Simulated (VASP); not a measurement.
Write the native input for VASP 6.6.1 that does the following.

| Property | Result |
| --- | --- |
| Task | single point |
| Functional | PBE-based screened hybrid with 20 % exact exchange |
| Potentials or basis | VASP PAW PBE potentials, release 64 (Na_pv, H) |
| Cutoff | 520 eV |
| k mesh | 5 × 5 × 5 |
| Occupations | fermi-dirac, width 0.05 eV |
| Spin | no spin polarisation |
| Dipole correction | no |
| Grid for exact exchange (PRECFOCK) | Normal |
| Share of exact exchange | 0.2 |
| Further INCAR settings | ALGO = Normal; EDIFF = 1e-06; NBANDS = 11 |
| Screening parameter | 0.2 1/Å |

Crystal: NaH.

```
Na H
1.0
     0.00000    2.44000    2.44000
     2.44000    0.00000    2.44000
     2.44000    2.44000    0.00000
Na H
1 1
Direct
  0.00000 0.00000 0.00000
  0.50000 0.50000 0.50000
```

The input as run:

POSCAR

```
NaH
1.0
    0.0000000000      2.4400000000      2.4400000000
    2.4400000000      0.0000000000      2.4400000000
    2.4400000000      2.4400000000      0.0000000000
Na H
1 1
Direct
    0.0000000000      0.0000000000      0.0000000000
    0.5000000000      0.5000000000      0.5000000000
```

INCAR.step1

```
SYSTEM = NaH
PREC = Accurate ; ENCUT = 520
EDIFF = 1E-5 ; ISMEAR = -1
SIGMA = 0.05 ; LREAL = .FALSE.
LASPH = .TRUE. ; NELM = 80
ALGO = Normal ; ISIF = 2
LWAVE = .TRUE. ; LCHARG = .FALSE.
GGA = PE ; NBANDS = 11
```

INCAR.step2

```
SYSTEM = NaH
PREC = Accurate ; ENCUT = 520
EDIFF = 1E-6 ; ISMEAR = -1
SIGMA = 0.05 ; LREAL = .FALSE.
LASPH = .TRUE. ; NELM = 80
ALGO = Normal ; ISIF = 2
LWAVE = .FALSE. ; LCHARG = .FALSE.
GGA = PE ; LHFCALC = .TRUE.
AEXX = 0.2 ; HFSCREEN = 0.2
PRECFOCK = Normal ; ISTART = 1
NBANDS = 11
```

KPOINTS

```
regular mesh
0
G
  5 5 5
  0 0 0
```

Potentials or basis: VASP PAW PBE potentials, release 64 (Na_pv, H).

Launch:

```console
$ cat potpaw_PBE.64/Na_pv/POTCAR potpaw_PBE.64/H/POTCAR > POTCAR
$ cp INCAR.step1 INCAR
$ mpirun -np 1 vasp_std > vasp.out
$ cp INCAR.step2 INCAR
$ mpirun -np 1 vasp_std > vasp.out
```

It gave:

The pressure is -1.0 GPa. The band gap on the k mesh is 5.40 eV (least direct gap 5.93 eV).

Caveat: the k points lie up to 0.45 Å⁻¹ apart; the PAW data sets were made with another functional, which shifts forces and pressure a little; an odd mesh through Γ misses points on the zone boundary, where band edges can lie.

Run time: 3.7 min on 1 thread of Intel Xeon 8259CL, with other jobs on the host, peak memory 0.25 GiB.
